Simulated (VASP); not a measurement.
# KCl (F-43m) in VASP: settings compared, part 2 of 2

VASP 6.6.1. The steps go on from the part before.

**5. Single point, HSE06**

Input file POSCAR:

```
KCl
1.0
    0.0000000000      3.5072828304      3.5072828304
    3.5072828304      0.0000000000      3.5072828304
    3.5072828304      3.5072828304      0.0000000000
K Cl
1 1
Direct
    0.0000000000      0.0000000000      0.0000000000
    0.2500000000      0.2500000000      0.2500000000
```

Input file INCAR.step1:

```
PREC     = Accurate       # precision mode
ENCUT    = 520            # plane-wave cutoff, eV
EDIFF    = 1E-5           # SCF threshold, eV
ISMEAR   = 0              # smearing method
SIGMA    = 0.01           # smearing width, eV
LREAL    = False          # projectors in reciprocal space
LASPH    = True           # aspherical terms in the spheres
NELM     = 100            # most SCF steps
ALGO     = Normal         # electronic algorithm
ISIF     = 2              # what is computed and relaxed
LWAVE    = True           # write WAVECAR
GGA      = PE             # functional
NBANDS   = 15             # bands
```

Input file INCAR.step2:

```
PREC     = Accurate       # precision mode
ENCUT    = 520            # plane-wave cutoff, eV
EDIFF    = 1E-6           # SCF threshold, eV
ISMEAR   = 0              # smearing method
SIGMA    = 0.01           # smearing width, eV
LREAL    = False          # projectors in reciprocal space
LASPH    = True           # aspherical terms in the spheres
NELM     = 100            # most SCF steps
ALGO     = Normal         # electronic algorithm
ISIF     = 2              # what is computed and relaxed
LWAVE    = False          # write WAVECAR
LCHARG   = True           # write CHGCAR
GGA      = PE             # functional
LHFCALC  = True           # exact exchange
HFSCREEN = 0.2079         # screening, 1/A
PRECFOCK = Normal       
LELF     = True           # ELF
LVHAR    = True         
ISTART   = 1            
NBANDS   = 15             # bands
```

Input file KPOINTS:

```
Automatic mesh
0
Gamma
  4 4 4
```

Potentials or basis: VASP PAW PBE potentials, release 64 (K_sv, Cl).

Command:

```console
$ cat potpaw_PBE.64/K_sv/POTCAR potpaw_PBE.64/Cl/POTCAR > POTCAR
$ cp INCAR.step1 INCAR
$ mpirun -np 1 vasp_std > vasp.out
$ cp INCAR.step2 INCAR
$ mpirun -np 1 vasp_std > vasp.out
```

OUTCAR:

```text
PREC = Accurate
   ENCUT = 520
   EDIFF = 1E-6
   ISMEAR = 0
   LREAL = False
   LASPH = True
   NELM = 100
   ISIF = 2
   GGA = PE
   LHFCALC = True
   HFSCREEN = 0.2079
   PRECFOCK = Normal
   ISTART = 1

 ion  position               nearest neighbor table
   1  0.000  0.000  0.000-   2 3.04   2 3.04   2 3.04   2 3.04
   2  0.250  0.250  0.250-   1 3.04   1 3.04   1 3.04   1 3.04

  LATTYP: Found a face centered cubic cell.
 ALAT       =     7.0145656608

  Lattice vectors:

 A1 = (   0.0000000000,   3.5072828304,   3.5072828304)
 A2 = (   3.5072828304,   0.0000000000,   3.5072828304)
 A3 = (   3.5072828304,   3.5072828304,   0.0000000000)

Analysis of symmetry for initial positions (statically):
=====================================================================
 Subroutine PRICEL returns:
 Original cell was already a primitive cell.

 Routine SETGRP: Setting up the symmetry group for a
 face centered cubic supercell.

 Subroutine GETGRP returns: Found 24 space group operations
 (whereof 24 operations were pure point group operations)
 out of a pool of 48 trial point group operations.

The static configuration has the point symmetry T_d .

Analysis of symmetry for dynamics (positions and initial velocities):
=====================================================================
 Subroutine PRICEL returns:
 Original cell was already a primitive cell.

 Routine SETGRP: Setting up the symmetry group for a
 face centered cubic supercell.

 Subroutine GETGRP returns: Found 24 space group operations
 (whereof 24 operations were pure point group operations)
 out of a pool of 48 trial point group operations.

The dynamic configuration has the point symmetry T_d .

 Subroutine INISYM returns: Found 24 space group operations
 (whereof 24 operations are pure point group operations),
 and found     1 'primitive' translations

[... 111 lines left out ...]
   HFSCREENC=   0.2079 screening length for correlation (either q_TF or 0.3 A-1)
   ENCUTFOCK=  -1.0 apply spherical cutoff to Coloumb kernel
   IVDW    =     0    specifies the selected vdW correction
   LEPSILON=     F    determine dielectric tensor
   LRPA    =     F    only Hartree local field effects (RPA)
 non-spin polarized calculation
 Gauss-broadening in eV      SIGMA  =   0.01
  energy-cutoff  :      520.00
  volume of cell :       86.29
 maximum number of plane-waves:      2346
 NGX is ok and might be reduce to    40
  NGX = 28; NGY = 28; NGZ = 28

 number of electron      16.0000000 magnetization

 Free energy of the ion-electron system (eV)
  ---------------------------------------------------
  ext. energy  EPLUGINS =         0.00000000
  ---------------------------------------------------
  free energy    TOTEN  =        -7.66321120 eV

  energy without entropy =       -7.66321120  energy(sigma->0) =       -7.66321120

 E-fermi :  -4.0817     XC(G=0):  -5.1527

 val. band max:       -4.1897532580   @ k =   0.5000   0.5000   0.0000
 cond. band min:       1.8310830576   @ k =   0.0000   0.0000   0.0000
 fundamental gap:      6.0208363156
 Fermi energy:        -4.0816879732

 k-point     1 :       0.0000    0.0000    0.0000
  band No.  band energies     occupation
      1     -33.4928      2.00000
      2     -17.0533      2.00000
      3     -15.6355      2.00000
      4     -15.6355      2.00000
      5     -15.6355      2.00000
      6      -4.2236      2.00000
      7      -4.2236      2.00000
      8      -4.2236      2.00000
      9       1.8311      0.00000
     10       6.8062      0.00000
     11       6.8062      0.00000
     12       7.7803      0.00000
     13       7.7803      0.00000
     14       7.7803      0.00000
[... 113 lines left out ...]
      2     -17.2514      2.00000
      3     -15.6740      2.00000
      4     -15.6639      2.00000
      5     -15.3715      2.00000
      6      -4.4282      2.00000
      7      -4.3648      2.00000
      8      -4.1942      2.00000
      9       3.9823      0.00000
     10       4.8440      0.00000
     11       7.0112      0.00000
     12       7.0602      0.00000
     13       7.5183      0.00000
     14       8.0136      0.00000
     15       8.8101      0.00000

------------------------ aborting loop because EDIFF is reached ----------------------------------------

  FORCE on cell =-STRESS in cart. coord.  units (eV):
  Direction    XX          YY          ZZ          XY          YZ          ZX
  --------------------------------------------------------------------------------------
  -------------------------------------------------------------------------------------
  Total        0.0922030      0.0922030      0.0922030      0.0000000      0.0000000     -0.0000000
  in kB        1.7120368      1.7120368      1.7120368      0.0000000      0.0000000     -0.0000000
  external PRESSURE =       1.7120368 kB  Pullay stress =       0.0000000 kB

 VOLUME and BASIS-vectors are now :
 -----------------------------------------------------------------------------
  energy-cutoff  :      520.00
  volume of cell :       86.29
      direct lattice vectors                 reciprocal lattice vectors
     0.000000000  3.507282830  3.507282830    -0.142560502  0.142560502  0.142560502
     3.507282830  0.000000000  3.507282830     0.142560502 -0.142560502  0.142560502
     3.507282830  3.507282830  0.000000000     0.142560502  0.142560502 -0.142560502

 POSITION                                       TOTAL-FORCE (eV/Angst)
 -----------------------------------------------------------------------------------
      0.00000      0.00000      0.00000        -0.000000     -0.000000     -0.000000
      1.75364      1.75364      1.75364         0.000000      0.000000      0.000000
 -----------------------------------------------------------------------------------
    total drift:                               -0.000013      0.000010      0.000006

  FREE ENERGIE OF THE ION-ELECTRON SYSTEM (eV)
  ---------------------------------------------------
  free  energy   TOTEN  =        -7.6632111992 eV

  energy  without entropy=       -7.6632111992  energy(sigma->0) =       -7.66321120
```

Wall time 5.8 min (1 thread of Intel Xeon Platinum 8559C (Emerald Rapids), shared host); peak memory 0.35 GiB.

What came out:

```yaml
Free_energy: -7.6632 eV
Pressure: 0.2 GPa
Band_gap_on_the_k_mesh: 6.02 eV (least direct gap 6.05 eV)
```

Levels at points of the mesh, in eV from the valence-band top:
```tsv
k point	band 6	band 7	band 8	band 9	band 10	band 11
(0.00, 0.00, 0.00)	-0.03	-0.03	-0.03	6.02	11.00	11.00
(0.50, 0.00, 0.00)	-0.34	-0.01	-0.01	8.55	8.75	10.45
(0.50, 0.50, 0.00)	-0.41	0.00	0.00	7.95	9.04	11.38
```

Caveat: the PAW data sets were made with another functional, which shifts forces and pressure a little. A k mesh can miss the band edges.

**6. Summary**

```csv
level,potentials or basis,k mesh,grid for exact exchange (PRECFOCK),share of exact exchange,screening parameter,gap on the mesh (eV),pressure (GPa)
LDA,"VASP PAW LDA potentials, release 64 (K_sv, Cl)",4 × 4 × 4,-,-,-,4.47,-1.2
PBE,"VASP PAW PBE potentials, release 64 (K_sv, Cl)",6 × 6 × 6,-,-,-,4.77,0.3
r2SCAN,"VASP PAW PBE potentials, release 64 (K_sv, Cl)",6 × 6 × 6,-,-,-,5.35,0.0
HSE06,"VASP PAW PBE potentials, release 64 (K_sv, Cl)",4 × 4 × 4,Normal,0.25,0.2079 1/Å,6.02,0.2
```

Alike in all rows: task single point; no spin polarisation; cell as given; cutoff (eV) 520; smearing gaussian 0.01 eV.

Caveats: the PAW data sets were made with another functional, which shifts forces and pressure a little (at least some runs).

Total energies depend on the potentials used, so only differences within one code and one set of settings carry meaning.
